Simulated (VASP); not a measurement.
# BiTe (R-3m) in VASP: notebook

The runs below take BiTe through single point, with r2SCANh, r2SCAN50, HSE06.

Program: VASP 6.6.1. These are calculated values, not measurements. Logs are shortened: lines on timing, memory, paths and dates and some standing lists are left out, and cuts for length are marked.

### Step 1. The cell of the first run

The structure is trigonal, space group R-3m (No. 166). The conventional cell has a = 4.845 Å, b = 4.845 Å, c = 9.952 Å, α = 90.00°, β = 90.00°, γ = 120.00°. Bi (site symmetry -3m) has 6 Te at 3.25 Å and 6 Bi at 4.34 Å within 4.4 Å. Te (site symmetry -3m) has 6 Bi at 3.25 Å and 6 Te at 4.34 Å within 4.4 Å.

### Step 2. Single point, r2SCANh

The input, POSCAR:

```
BiTe
1.0
    2.4227077728      1.3987509848      3.3172919545
   -2.4227077728      1.3987509848      3.3172919545
    0.0000000000     -2.7975019696      3.3172919545
Bi Te
1 1
Direct
    0.5000000000      0.5000000000      0.5000000000
    0.0000000000      0.0000000000      0.0000000000
```

The input, INCAR.step1:

```
SYSTEM = BiTe
PREC = Accurate ; ENCUT = 520
EDIFF = 1E-5 ; ISMEAR = -1
SIGMA = 0.05 ; LREAL = .FALSE.
LASPH = .TRUE. ; NELM = 80
ALGO = Normal ; ISIF = 2
LWAVE = .TRUE. ; NBANDS = 18
GGA = PE
```

The input, INCAR.step2:

```
SYSTEM = BiTe
PREC = Accurate ; ENCUT = 520
EDIFF = 1E-7 ; ISMEAR = -1
SIGMA = 0.05 ; LREAL = .FALSE.
LASPH = .TRUE. ; NELM = 80
ALGO = Normal ; ISIF = 2
LWAVE = .FALSE. ; LCHARG = .TRUE.
METAGGA = R2SCAN ; LHFCALC = .TRUE.
AEXX = 0.1 ; LMIXTAU = .TRUE.
PRECFOCK = Normal ; LELF = .TRUE.
LVHAR = .TRUE. ; NBANDS = 18
ISTART = 1
```

The input, KPOINTS:

```
regular mesh
0
G
  4 4 4
  0 0 0
```

Potentials or basis: VASP PAW PBE potentials, release 64 (Bi_d, Te).

Launch:

```bash
$ cat potpaw_PBE.64/Bi_d/POTCAR potpaw_PBE.64/Te/POTCAR > POTCAR
$ cp INCAR.step1 INCAR
$ mpirun -np 1 vasp_std > vasp.out
$ cp INCAR.step2 INCAR
$ mpirun -np 1 vasp_std > vasp.out
```

OUTCAR:

```text
SYSTEM = BiTe
   PREC = Accurate
   ENCUT = 520
   EDIFF = 1E-7
   ISMEAR = -1
   LREAL = .FALSE.
   LASPH = .TRUE.
   NELM = 80
   ISIF = 2
   METAGGA = R2SCAN
   LHFCALC = .TRUE.
   AEXX = 0.1
   PRECFOCK = Normal
   ISTART = 1

 ion  position               nearest neighbor table
   1  0.500  0.500  0.500-   2 3.25   2 3.25   2 3.25   2 3.25   2 3.25   2 3.25
   2  0.000  0.000  0.000-   1 3.25   1 3.25   1 3.25   1 3.25   1 3.25   1 3.25

  LATTYP: Found a trigonal (rhomboedric) cell.
 ALAT       =     4.3394058558
 COS(alpha) =     0.3765932224

  Lattice vectors:

 A1 = (   2.4227077728,   1.3987509848,   3.3172919545)
 A2 = (  -2.4227077728,   1.3987509848,   3.3172919545)
 A3 = (   0.0000000000,  -2.7975019696,   3.3172919545)

Analysis of symmetry for initial positions (statically):
=====================================================================
 Subroutine PRICEL returns:
 Original cell was already a primitive cell.

 Routine SETGRP: Setting up the symmetry group for a
 trigonal (rhombohedral) supercell.

 Subroutine GETGRP returns: Found 12 space group operations
 (whereof 12 operations were pure point group operations)
 out of a pool of 12 trial point group operations.

The static configuration has the point symmetry D_3d.

Analysis of symmetry for dynamics (positions and initial velocities):
=====================================================================
 Subroutine PRICEL returns:
 Original cell was already a primitive cell.

 Routine SETGRP: Setting up the symmetry group for a
 trigonal (rhombohedral) supercell.

 Subroutine GETGRP returns: Found 12 space group operations
 (whereof 12 operations were pure point group operations)
 out of a pool of 12 trial point group operations.

The dynamic configuration has the point symmetry D_3d.

 Subroutine INISYM returns: Found 12 space group operations
 (whereof 12 operations are pure point group operations),
 and found     1 'primitive' translations

----------------------------------------------------------------------------------------

                                     Primitive cell

  volume of cell :      67.4491

  direct lattice vectors                    reciprocal lattice vectors
     2.422707773  1.398750985  3.317291954     0.206380648  0.119153923  0.100483568
    -2.422707773  1.398750985  3.317291954    -0.206380648  0.119153923  0.100483568
     0.000000000 -2.797501970  3.317291954     0.000000000 -0.238307845  0.100483568

  length of vectors
     4.339405856  4.339405856  4.339405856     0.258626326  0.258626326  0.258626326

  position of ions in fractional coordinates (direct lattice)
     0.500000000  0.500000000  0.500000000
     0.000000000  0.000000000  0.000000000

  ion indices of the primitive-cell ions
   primitive index   ion index
                 1           1
                 2           2

----------------------------------------------------------------------------------------

 KPOINTS: regular mesh

Automatic generation of k-mesh.
 Grid dimensions read from file:
 generate k-points for:    4    4    4

 Generating k-lattice:

  Cartesian coordinates                     Fractional coordinates (reciprocal lattice)
     0.051595162  0.029788481  0.025120892     0.250000000  0.000000000  0.000000000
    -0.051595162  0.029788481  0.025120892     0.000000000  0.250000000  0.000000000
     0.000000000 -0.059576961  0.025120892     0.000000000  0.000000000  0.250000000

  Length of vectors
     0.064656582  0.064656582  0.064656582

  Shift w.r.t. Gamma in fractional coordinates (k-lattice)
     0.000000000  0.000000000  0.000000000

 Subroutine IBZKPT returns following result:
 ===========================================

 Found     13 irreducible k-points:

 Following reciprocal coordinates:
            Coordinates               Weight
  0.000000  0.000000  0.000000      1.000000
  0.250000 -0.000000  0.000000      6.000000
  0.500000 -0.000000  0.000000      3.000000
  0.250000  0.250000  0.000000      6.000000
  0.500000  0.250000 -0.000000     12.000000
 -0.250000  0.250000  0.000000      6.000000
  0.500000  0.500000  0.000000      3.000000
  0.250000  0.250000  0.250000      2.000000
  0.500000  0.250000  0.250000      6.000000
 -0.250000  0.250000  0.250000      6.000000
  0.500000  0.500000  0.250000      6.000000
 -0.250000  0.500000  0.250000      6.000000
  0.500000  0.500000  0.500000      1.000000
   k-points           NKPTS =     13   k-points in BZ     NKDIM =     64   number of bands    NBANDS=     18
   number of dos      NEDOS =    301   number of ions     NIONS =      2
   total plane-waves  NPLWV =  32768
   dimension x,y,z NGX =    32 NGY =   32 NGZ =   32
   dimension x,y,z NGXF=    64 NGYF=   64 NGZF=   64
   ions per type =               1   1
   NGX,Y,Z   is equivalent  to a cutoff of  12.26, 12.26, 12.26 a.u.
   NGXF,Y,Z  is equivalent  to a cutoff of  24.52, 24.52, 24.52 a.u.
 SYSTEM =  BiTe
   PREC   = accura    normal or accurate (medium, high low for compatibility)
   ISTART =      1    job   : 0-new  1-cont  2-samecut
   ICHARG =      0    charge: 1-file 2-atom 10-const
   ISPIN  =      1    spin polarized calculation?
   LNONCOLLINEAR =      F non collinear calculations
   LSORBIT =      F    spin-orbit coupling
   LASPH  =      T    aspherical Exc in radial PAW
   ENCUT  =  520.0 eV  38.22 Ry    6.18 a.u.   8.07  8.07  8.07*2*pi/ulx,y,z
   NELM   =     80;   NELMIN=  2; NELMDL=  0     # of ELM steps
   EDIFF  = 0.1E-06   stopping-criterion for ELM
   LREAL  =      F    real-space projection
   EDIFFG = 0.1E-05   stopping-criterion for IOM
   NSW    =      0    number of steps for IOM
   IBRION =     -1    ionic relax: 0-MD 1-quasi-New 2-CG
   NFREE  =      0    steps in history (QN), initial steepest desc. (CG)
   ISIF   =      2    stress and relaxation
   ISYM   =      3    0-nonsym 1-usesym 2-fastsym
   POTIM  = 0.5000    time-step for ionic-motion
   TEBEG  =    0.0;   TEEND  =   0.0 temperature during run
   PSTRESS=    0.0 pullay stress
   NELECT =      21.0000    total number of electrons
   NUPDOWN=      -1.0000    fix difference up-down
   EMIN   =  10.00;   EMAX   =-10.00  energy-range for DOS
   EFERMI =   0.00;   METHOD = LEGACY
   ISMEAR =    -1;   SIGMA  =   0.05  broadening in eV -4-tet -1-fermi 0-gaus
   EFERMI_NEDOS =   21; number of points for ismear=-14 and -15
   IALGO  =     38    algorithm
   IMIX   =      1    mixing-type and parameters
     AMIX     =   0.40;   BMIX     =  1.00
     AMIX_MAG =   1.60;   BMIX_MAG =  1.00
  volume/ion in A,a.u.               =      33.72       227.58
  Fermi-wavevector in a.u.,A,eV,Ry     =   1.109573  2.096789 16.750837  1.231152
  Thomas-Fermi vector in A             =   2.246114
   LORBIT       =      0    0 simple, 1 ext, 2 COOP (PROOUT), +10 PAW based schemes
   METAGGA = R2SCAN    functional components
   LHFCALC =     T    Hartree Fock is set to
   PRECFOCK=normal    Normal, Fast or Accurate (Low or Medium for compatibility)
   ENCUT4O =  -1.0   cutoff for four orbital integrals eV
   NKREDX  =     1    reduce k-point grid by
   NKREDY  =     1    reduce k-point grid by
   NKREDZ  =     1    reduce k-point grid by
   AEXX    =    0.1000 exact exchange contribution
   HFSCREEN=    0.0000 screening length (either q_TF or 0.3 A-1)
   HFSCREENC=   0.0000 screening length for correlation (either q_TF or 0.3 A-1)
   ENCUTFOCK=  -1.0 apply spherical cutoff to Coloumb kernel
   IVDW    =     0    specifies the selected vdW correction
   LEPSILON=     F    determine dielectric tensor
   LRPA    =     F    only Hartree local field effects (RPA)
 non-spin polarized calculation
  energy-cutoff  :      520.00
  volume of cell :       67.45
 maximum number of plane-waves:      1830
  NGX = 28; NGY = 28; NGZ = 28

 number of electron      20.9999996 magnetization

 Free energy of the ion-electron system (eV)
  ---------------------------------------------------
  ext. energy  EPLUGINS =         0.00000000
  ---------------------------------------------------
  free energy    TOTEN  =       -77.55257718 eV

  energy without entropy =      -77.54596247  energy(sigma->0) =      -77.54926983

 E-fermi :   6.6309     XC(G=0):  -9.1685

 val. band max:        6.3193809996   @ k =   0.2500   0.2500   0.2500
 cond. band min:       6.6309127010   @ k =  -0.2500   0.2500   0.0000
 fundamental gap:      0.3115317014
 Fermi energy:         6.6308695988

 k-point     1 :       0.0000    0.0000    0.0000
  band No.  band energies     occupation
      1     -18.3473      2.00000
      2     -18.3473      2.00000
      3     -18.3286      2.00000
      4     -18.3286      2.00000
      5     -18.3077      2.00000
      6      -8.2098      2.00000
[... 10 lines left out ...]
     17      13.9389      0.00000
     18      14.0976      0.00000

 k-point     2 :       0.2500   -0.0000    0.0000
  band No.  band energies     occupation
      1     -18.3479      2.00000
      2     -18.3470      2.00000
      3     -18.3314      2.00000
      4     -18.3245      2.00000
      5     -18.3062      2.00000
      6      -7.6315      2.00000
[... 10 lines left out ...]
     17      15.9145      0.00000
     18      16.5020      0.00000

 k-point     3 :       0.5000   -0.0000    0.0000
  band No.  band energies     occupation
      1     -18.3488      2.00000
      2     -18.3474      2.00000
      3     -18.3333      2.00000
      4     -18.3212      2.00000
      5     -18.3034      2.00000
      6      -6.1333      2.00000
[... 10 lines left out ...]
     17      15.3144      0.00000
     18      18.1736      0.00000

 k-point     4 :       0.2500    0.2500    0.0000
  band No.  band energies     occupation
      1     -18.3522      2.00000
      2     -18.3456      2.00000
      3     -18.3305      2.00000
      4     -18.3201      2.00000
      5     -18.3065      2.00000
      6      -7.4246      2.00000
[... 144 lines left out ...]
      4     -18.3118      2.00000
      5     -18.3074      2.00000
      6      -6.1132      2.00000
[... 10 lines left out ...]
     17      17.0994      0.00000
     18      17.9226      0.00000

 k-point    12 :      -0.2500    0.5000    0.2500
  band No.  band energies     occupation
      1     -18.3555      2.00000
      2     -18.3477      2.00000
      3     -18.3250      2.00000
      4     -18.3166      2.00000
      5     -18.3053      2.00000
      6      -5.6354      2.00000
[... 10 lines left out ...]
     17      16.4630      0.00000
     18      18.5158      0.00000

 k-point    13 :       0.5000    0.5000    0.5000
  band No.  band energies     occupation
      1     -18.3552      2.00000
      2     -18.3552      2.00000
      3     -18.3128      2.00000
      4     -18.3128      2.00000
      5     -18.3103      2.00000
      6      -5.7558      2.00000
[... 10 lines left out ...]
     17      16.5077      0.00000
     18      17.6433      0.00000

------------------------ aborting loop because EDIFF is reached ----------------------------------------

  FORCE on cell =-STRESS in cart. coord.  units (eV):
  Direction    XX          YY          ZZ          XY          YZ          ZX
  --------------------------------------------------------------------------------------
  -------------------------------------------------------------------------------------
  Total       -0.6871707     -0.6871707     -0.4527892      0.0000000      0.0000000      0.0000000
  in kB      -16.3229564    -16.3229564    -10.7554913      0.0000000      0.0000000      0.0000000
  external PRESSURE =     -14.4671347 kB  Pullay stress =       0.0000000 kB

 VOLUME and BASIS-vectors are now :
 -----------------------------------------------------------------------------
  energy-cutoff  :      520.00
  volume of cell :       67.45
      direct lattice vectors                 reciprocal lattice vectors
     2.422707773  1.398750985  3.317291954     0.206380648  0.119153923  0.100483568
    -2.422707773  1.398750985  3.317291954    -0.206380648  0.119153923  0.100483568
     0.000000000 -2.797501970  3.317291954     0.000000000 -0.238307845  0.100483568

 POSITION                                       TOTAL-FORCE (eV/Angst)
 -----------------------------------------------------------------------------------
      0.00000      0.00000      4.97594         0.000000      0.000000      0.000000
      0.00000      0.00000      0.00000        -0.000000     -0.000000      0.000000
 -----------------------------------------------------------------------------------
    total drift:                                0.000001     -0.000000      0.000000

  FREE ENERGIE OF THE ION-ELECTRON SYSTEM (eV)
  ---------------------------------------------------
  free  energy   TOTEN  =       -77.5525771784 eV

  energy  without entropy=      -77.5459624735  energy(sigma->0) =      -77.54926983
```

Wall time 31 min (1 thread of Intel Xeon Platinum 8375C at 2.90GHz (Ice Lake), shared host); peak memory 0.22 GiB.

What came out:

| Item | Value |
| --- | --- |
| Free energy | -77.5526 eV |
| Pressure | -1.4 GPa |
| Band gap on the k mesh | zero (an odd number of electrons rules out a gap without spin polarisation) |

Caveat: the k points lie up to 0.41 Å⁻¹ apart, too coarse for converged energies and pressures of a metal; the PAW data sets were made with another functional, which shifts forces and pressure a little; spin-orbit coupling is left out, which moves the levels of the heavy elements.

(Part 1 of 2 ends here.)
